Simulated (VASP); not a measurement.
A run of VASP 6.6.1:

Contents of INCAR:

```
PREC = Accurate
ENCUT = 520
EDIFF = 1E-6
ISMEAR = -1
SIGMA = 0.05
LREAL = F
LASPH = T
NELM = 100
ALGO = Fast
ISIF = 2
LWAVE = F
LCHARG = T
LELF = T
LVHAR = T
NBANDS = 11
```

KPOINTS

```
Automatic mesh
0
Gamma
  10 10 10
```

The input POSCAR:

```
Hf
1.0
    0.0000000000      2.1746811613      2.1746811613
    2.1746811613      0.0000000000      2.1746811613
    2.1746811613      2.1746811613      0.0000000000
Hf
1
Direct
    0.0000000000      0.0000000000      0.0000000000
```

Potentials or basis: VASP PAW LDA potentials, release 64 (Hf_pv).

The run is started by

```console
$ cat potpaw_LDA.64/Hf_pv/POTCAR > POTCAR
$ mpirun -np 1 vasp_std > vasp.out
```

Hardware: 1 thread of AMD EPYC 9R45 96-Core Processor (Zen 5) (shared host).

Estimate the wall time of this run.

Wall time 6.5 s on 1 thread of AMD EPYC 9R45 96-Core Processor (Zen 5), with other jobs on the host, peak memory 0.1 GiB. Counts: scf iterations 12, k points 47.
